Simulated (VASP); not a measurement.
# TiNi (P4/mmm) in VASP: notebook

TiNi is run at these levels: PBEsol; tasks: single point.

Everything below comes from runs of VASP 6.6.1. Logs are shortened: lines on timing, memory, paths and dates and some standing lists are left out, and cuts for length are marked.

## Step 1: The cell of the first run

The structure is tetragonal, space group P4/mmm (No. 123). The conventional cell has a = 2.736 Å, b = 2.736 Å, c = 3.402 Å, α = 90.00°, β = 90.00°, γ = 90.00°. Ti (site symmetry 4/mmm) has 8 Ni at 2.58 Å and 4 Ti at 2.74 Å within 3.4 Å. Ni (site symmetry 4/mmm) has 8 Ti at 2.58 Å and 4 Ni at 2.74 Å within 3.4 Å.

## Step 2: Single point, PBEsol (strain +0.000 along x and y, -0.050 along z)

INCAR

```
SYSTEM = TiNi
ALGO = Fast ; EDIFF = 1E-6
ENCUT = 520 ; GGA = PS
ISIF = 2 ; ISMEAR = 0
LASPH = .True. ; LCHARG = .False.
LREAL = .False. ; LWAVE = .False.
NBANDS = 18 ; NELM = 60
PREC = Accurate ; SIGMA = 0.15
```

KPOINTS

```
k-points
0
Gamma
  18 18 14
  0 0 0
```

POSCAR

```
TiNi
1.0
    2.7358030000      0.0000000000      0.0000000000
    0.0000000000      2.7358030000      0.0000000000
    0.0000000000      0.0000000000      3.4023395000
Ti Ni
1 1
Direct
    0.5000000000      0.5000000000      0.5000000000
    0.0000000000      0.0000000000      0.0000000000
```

Potentials or basis: VASP PAW PBE potentials, release 64 (Ti_sv, Ni).

Launch:

```bash
> cat potpaw_PBE.64/Ti_sv/POTCAR potpaw_PBE.64/Ni/POTCAR > POTCAR
> mpirun -np 1 vasp_std > vasp.out
```

OUTCAR:

```text
SYSTEM = TiNi
   EDIFF = 1E-6
   ENCUT = 520
   GGA = PS
   ISIF = 2
   ISMEAR = 0
   LASPH = .True.
   LREAL = .False.
   NELM = 60
   PREC = Accurate

 ion  position               nearest neighbor table
   1  0.500  0.500  0.500-   2 2.58   2 2.58   2 2.58   2 2.58   2 2.58   2 2.58   2 2.58   2 2.58

   2  0.000  0.000  0.000-   1 2.58   1 2.58   1 2.58   1 2.58   1 2.58   1 2.58   1 2.58   1 2.58

  LATTYP: Found a simple tetragonal cell.
 ALAT       =     2.7358030000
 C/A-ratio  =     1.2436346842

  Lattice vectors:

 A1 = (   2.7358030000,   0.0000000000,   0.0000000000)
 A2 = (   0.0000000000,   2.7358030000,   0.0000000000)
 A3 = (   0.0000000000,   0.0000000000,   3.4023395000)

Analysis of symmetry for initial positions (statically):
=====================================================================
 Subroutine PRICEL returns:
 Original cell was already a primitive cell.

 Routine SETGRP: Setting up the symmetry group for a
 simple tetragonal supercell.

 Subroutine GETGRP returns: Found 16 space group operations
 (whereof 16 operations were pure point group operations)
 out of a pool of 16 trial point group operations.

The static configuration has the point symmetry D_4h.

Analysis of symmetry for dynamics (positions and initial velocities):
=====================================================================
 Subroutine PRICEL returns:
 Original cell was already a primitive cell.

 Routine SETGRP: Setting up the symmetry group for a
 simple tetragonal supercell.

 Subroutine GETGRP returns: Found 16 space group operations
 (whereof 16 operations were pure point group operations)
 out of a pool of 16 trial point group operations.

The dynamic configuration has the point symmetry D_4h.

 Subroutine INISYM returns: Found 16 space group operations
 (whereof 16 operations are pure point group operations),
 and found     1 'primitive' translations

----------------------------------------------------------------------------------------

                                     Primitive cell

  volume of cell :      25.4652

  direct lattice vectors                    reciprocal lattice vectors
     2.735803000  0.000000000  0.000000000     0.365523395  0.000000000  0.000000000
     0.000000000  2.735803000  0.000000000     0.000000000  0.365523395  0.000000000
     0.000000000  0.000000000  3.402339500     0.000000000  0.000000000  0.293915407

  length of vectors
     2.735803000  2.735803000  3.402339500     0.365523395  0.365523395  0.293915407

  position of ions in fractional coordinates (direct lattice)
     0.500000000  0.500000000  0.500000000
     0.000000000  0.000000000  0.000000000

  ion indices of the primitive-cell ions
   primitive index   ion index
                 1           1
                 2           2

----------------------------------------------------------------------------------------

 KPOINTS: k-points

Automatic generation of k-mesh.
 Grid dimensions read from file:
 generate k-points for:   18   18   14

 Generating k-lattice:

  Cartesian coordinates                     Fractional coordinates (reciprocal lattice)
     0.020306855  0.000000000  0.000000000     0.055555556  0.000000000  0.000000000
     0.000000000  0.020306855  0.000000000     0.000000000  0.055555556  0.000000000
     0.000000000  0.000000000  0.020993958     0.000000000  0.000000000  0.071428571

  Length of vectors
     0.020306855  0.020306855  0.020993958

  Shift w.r.t. Gamma in fractional coordinates (k-lattice)
     0.000000000  0.000000000  0.000000000

 Subroutine IBZKPT returns following result:
 ===========================================

 Found    440 irreducible k-points:

 Following reciprocal coordinates:
            Coordinates               Weight
  0.000000  0.000000  0.000000      1.000000
  0.055556  0.000000  0.000000      4.000000
  0.111111  0.000000  0.000000      4.000000
  0.166667  0.000000  0.000000      4.000000
  0.222222  0.000000  0.000000      4.000000
  0.277778  0.000000  0.000000      4.000000
[... 16 lines left out ...]
  0.277778  0.111111  0.000000      8.000000
  0.333333  0.111111  0.000000      8.000000
 [... further k-points ...]
   k-points           NKPTS =    440   k-points in BZ     NKDIM =    440   number of bands    NBANDS=     18
   number of dos      NEDOS =    301   number of ions     NIONS =      2
   total plane-waves  NPLWV =  11200
   dimension x,y,z NGX =    20 NGY =   20 NGZ =   28
   dimension x,y,z NGXF=    40 NGYF=   40 NGZF=   56
   ions per type =               1   1
   NGX,Y,Z   is equivalent  to a cutoff of  12.15, 12.15, 13.68 a.u.
   NGXF,Y,Z  is equivalent  to a cutoff of  24.31, 24.31, 27.36 a.u.
 SYSTEM =  TiNi
   PREC   = accura    normal or accurate (medium, high low for compatibility)
   ISTART =      0    job   : 0-new  1-cont  2-samecut
   ICHARG =      2    charge: 1-file 2-atom 10-const
   ISPIN  =      1    spin polarized calculation?
   LNONCOLLINEAR =      F non collinear calculations
   LSORBIT =      F    spin-orbit coupling
   LASPH  =      T    aspherical Exc in radial PAW
   ENCUT  =  520.0 eV  38.22 Ry    6.18 a.u.   5.09  5.09  6.33*2*pi/ulx,y,z
   NELM   =     60;   NELMIN=  2; NELMDL= -5     # of ELM steps
   EDIFF  = 0.1E-05   stopping-criterion for ELM
   LREAL  =      F    real-space projection
   EDIFFG = 0.1E-04   stopping-criterion for IOM
   NSW    =      0    number of steps for IOM
   IBRION =     -1    ionic relax: 0-MD 1-quasi-New 2-CG
   NFREE  =      0    steps in history (QN), initial steepest desc. (CG)
   ISIF   =      2    stress and relaxation
   ISYM   =      2    0-nonsym 1-usesym 2-fastsym
   POTIM  = 0.5000    time-step for ionic-motion
   TEBEG  =    0.0;   TEEND  =   0.0 temperature during run
   PSTRESS=    0.0 pullay stress
   NELECT =      22.0000    total number of electrons
   NUPDOWN=      -1.0000    fix difference up-down
   EMIN   =  10.00;   EMAX   =-10.00  energy-range for DOS
   EFERMI =   0.00;   METHOD = LEGACY
   ISMEAR =     0;   SIGMA  =   0.15  broadening in eV -4-tet -1-fermi 0-gaus
   EFERMI_NEDOS =   21; number of points for ismear=-14 and -15
   IALGO  =     68    algorithm
   IMIX   =      4    mixing-type and parameters
     AMIX     =   0.40;   BMIX     =  1.00
     AMIX_MAG =   1.60;   BMIX_MAG =  1.00
  volume/ion in A,a.u.               =      12.73        85.92
  Fermi-wavevector in a.u.,A,eV,Ry     =   1.559193  2.946448 33.076903  2.431084
  Thomas-Fermi vector in A             =   2.662587
   LORBIT       =      0    0 simple, 1 ext, 2 COOP (PROOUT), +10 PAW based schemes
   GGA     = PS    functional components
   LHFCALC =     F    Hartree Fock is set to
   AEXX    =    0.0000 exact exchange contribution
   IVDW    =     0    specifies the selected vdW correction
   LEPSILON=     F    determine dielectric tensor
   LRPA    =     F    only Hartree local field effects (RPA)
 non-spin polarized calculation
 RMM-DIIS sequential band-by-band and
 Gauss-broadening in eV      SIGMA  =   0.15
  energy-cutoff  :      520.00
  volume of cell :       25.47
 maximum number of plane-waves:       704
   NGX = 11   NGY = 11   NGZ = 13

 number of electron      22.0000024 magnetization

 Free energy of the ion-electron system (eV)
  ---------------------------------------------------
  ext. energy  EPLUGINS =         0.00000000
  ---------------------------------------------------
  free energy    TOTEN  =       -15.18320305 eV

  energy without entropy =      -15.15344713  energy(sigma->0) =      -15.16832509

 E-fermi :   9.9209     XC(G=0): -12.9094

 val. band max:        9.9177399082   @ k =   0.4444   0.1667   0.4286
 cond. band min:       9.9216329715   @ k =   0.4444   0.1667   0.3571
 fundamental gap:      0.0038930633
 Fermi energy:         9.9208530895

 k-point     1 :       0.0000    0.0000    0.0000
  band No.  band energies     occupation
      1     -46.6811      2.00000
      2     -23.0170      2.00000
      3     -22.6920      2.00000
      4     -22.6920      2.00000
      5       2.0172      2.00000
      6       5.7136      2.00000
[... 10 lines left out ...]
     17      21.7105      0.00000
     18      21.7106      0.00000

 k-point     2 :       0.0556    0.0000    0.0000
  band No.  band energies     occupation
      1     -46.6785      2.00000
      2     -23.0149      2.00000
      3     -22.7123      2.00000
      4     -22.6902      2.00000
      5       2.0903      2.00000
      6       5.7518      2.00000
[... 10 lines left out ...]
     17      21.2515      0.00000
     18      21.8518      0.00000

 k-point     3 :       0.1111    0.0000    0.0000
  band No.  band energies     occupation
      1     -46.6711      2.00000
      2     -23.0091      2.00000
      3     -22.7707      2.00000
      4     -22.6853      2.00000
      5       2.3065      2.00000
      6       5.8622      2.00000
[... 10 lines left out ...]
     17      20.1745      0.00000
     18      22.2582      0.00000

 k-point     4 :       0.1667    0.0000    0.0000
  band No.  band energies     occupation
      1     -46.6597      2.00000
      2     -23.0000      2.00000
      3     -22.8594      2.00000
      4     -22.6778      2.00000
      5       2.6577      2.00000
      6       6.0329      2.00000
[... 375 lines left out ...]
      4     -22.7447      2.00000
      5       3.3860      2.00000
      6       6.3236      2.00000
[... 10 lines left out ...]
     17      18.2832      0.00000
     18      21.9088      0.00000

 k-point    23 :       0.2778    0.1111    0.0000
  band No.  band energies     occupation
      1     -46.6209      2.00000
      2     -23.0704      2.00000
      3     -22.9686      2.00000
      4     -22.7340      2.00000
      5       3.9370      2.00000
      6       6.5214      2.00000
[... 10 lines left out ...]
     17      19.2464      0.00000
     18      22.5163      0.00000

 k-point    24 :       0.3333    0.1111    0.0000
  band No.  band energies     occupation
      1     -46.6069      2.00000
      2     -23.1744      2.00000
      3     -22.9573      2.00000
      4     -22.7239      2.00000
      5       4.5523      2.00000
      6       6.7077      2.00000
[... 10 lines left out ...]
     17      20.2764      0.00000
     18      22.5384      0.00000

 [... further k-points ...]
[... 5 lines left out ...]
  --------------------------------------------------------------------------------------
  -------------------------------------------------------------------------------------
  Total        0.4685997      0.4685997      0.4238028      0.0000000      0.0000000     -0.0000000
  in kB       29.4825697     29.4825697     26.6641091      0.0000000      0.0000000     -0.0000000
  external PRESSURE =      28.5430829 kB  Pullay stress =       0.0000000 kB

 VOLUME and BASIS-vectors are now :
 -----------------------------------------------------------------------------
  energy-cutoff  :      520.00
  volume of cell :       25.47
      direct lattice vectors                 reciprocal lattice vectors
     2.735803000  0.000000000  0.000000000     0.365523395  0.000000000  0.000000000
     0.000000000  2.735803000  0.000000000     0.000000000  0.365523395  0.000000000
     0.000000000  0.000000000  3.402339500     0.000000000  0.000000000  0.293915407

 POSITION                                       TOTAL-FORCE (eV/Angst)
 -----------------------------------------------------------------------------------
      1.36790      1.36790      1.70117         0.000000      0.000000      0.000000
      0.00000      0.00000      0.00000         0.000000      0.000000      0.000000
 -----------------------------------------------------------------------------------
    total drift:                                0.000000      0.000000      0.000000

  FREE ENERGIE OF THE ION-ELECTRON SYSTEM (eV)
  ---------------------------------------------------
  free  energy   TOTEN  =       -15.1832030502 eV

  energy  without entropy=      -15.1534471329  energy(sigma->0) =      -15.16832509
```

It took 3.3 min on 1 thread of Intel Xeon 6975P-C, shared host; peak memory 0.31 GiB.

Results:

* Free energy: -15.1832 eV
* Pressure: 2.9 GPa
* Band gap on the k mesh: zero (band 11 reaches 11.85 eV, above the bottom of band 12 at 8.81 eV)

Levels at points of the mesh, in eV from the Fermi level:
| k point | band 7 | band 8 | band 9 | band 10 | band 11 | band 12 | band 13 | band 14 | band 15 | band 16 |
| --- | --- | --- | --- | --- | --- | --- | --- | --- | --- | --- |
| (0.00, 0.00, 0.00) | -3.76 | -2.07 | -2.07 | -1.45 | -0.16 | 0.76 | 3.02 | 3.02 | 3.39 | 4.83 |
| (0.50, 0.00, 0.00) | -2.75 | -2.54 | -1.91 | -1.67 | -0.59 | -0.50 | 0.24 | 1.45 | 2.66 | 5.29 |
| (0.50, 0.50, 0.00) | -3.47 | -3.47 | -0.92 | -0.01 | 1.92 | 1.92 | 2.28 | 2.33 | 2.33 | 4.33 |
| (0.00, 0.00, 0.50) | -3.03 | -1.83 | -1.83 | -1.58 | -1.35 | -1.11 | 1.77 | 1.77 | 2.28 | 3.25 |
| (0.50, 0.00, 0.50) | -2.31 | -2.25 | -1.89 | -0.44 | 0.04 | 0.34 | 0.64 | 2.43 | 3.01 | 3.26 |
| (0.50, 0.50, 0.50) | -2.74 | -2.66 | -1.75 | -1.75 | -1.53 | -0.91 | 2.97 | 4.34 | 7.17 | 8.70 |

Caveat: the cell differs from its parent crystal (strain +0.000 along x and y, -0.050 along z); the PAW data sets were made with another functional, which shifts forces and pressure a little. Spin polarisation is off, so any magnetic state and its effect on volume and gap are missing.

(Part 1 of 2 ends here.)
